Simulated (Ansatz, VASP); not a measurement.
## C: VASP beside Ansatz

```
CELL_PARAMETERS angstrom
2.65290 0.00000 0.00000
-1.32645 2.29748 0.00000
0.00000 0.00000 12.27370
ATOMIC_POSITIONS crystal
C 0.00000 0.00000 0.18686
C 0.00000 0.00000 0.68686
C 0.00000 0.00000 0.31314
C 0.00000 0.00000 0.81314
C 0.33333 0.66667 0.52077
C 0.66667 0.33333 0.02077
C 0.33333 0.66667 0.97923
C 0.66667 0.33333 0.47923
C 0.33333 0.66667 0.64510
C 0.66667 0.33333 0.14510
C 0.33333 0.66667 0.85490
C 0.66667 0.33333 0.35490
```

Alike in both runs: task single point; functional PBE; k mesh 12 × 12 × 2; occupations gaussian, width 0.05 eV; no spin polarisation.

|  | VASP | Ansatz |
| --- | --- | --- |
| version | VASP 6.6.1 | Ansatz 0.2.0 |
| potentials or method | VASP PAW PBE potentials, release 64 (C), cutoff 520 eV | scalar-relativistic, plane waves, PAW |
| valence electrons in the cell | 48 | 48 |

|  | VASP | Ansatz | Ansatz less VASP |
| --- | --- | --- | --- |
| gap on the k mesh at the Fermi level (eV) | 3.57 | 3.58 | +0.008 |
| least direct gap on the mesh (eV) | 4.47 | 4.47 | +0.006 |
| rms of the force components (eV/Å) | 0.067 | 0.060 | -0.0068 |

Atom by atom the forces differ by 0.010 eV/Å (rms over components).
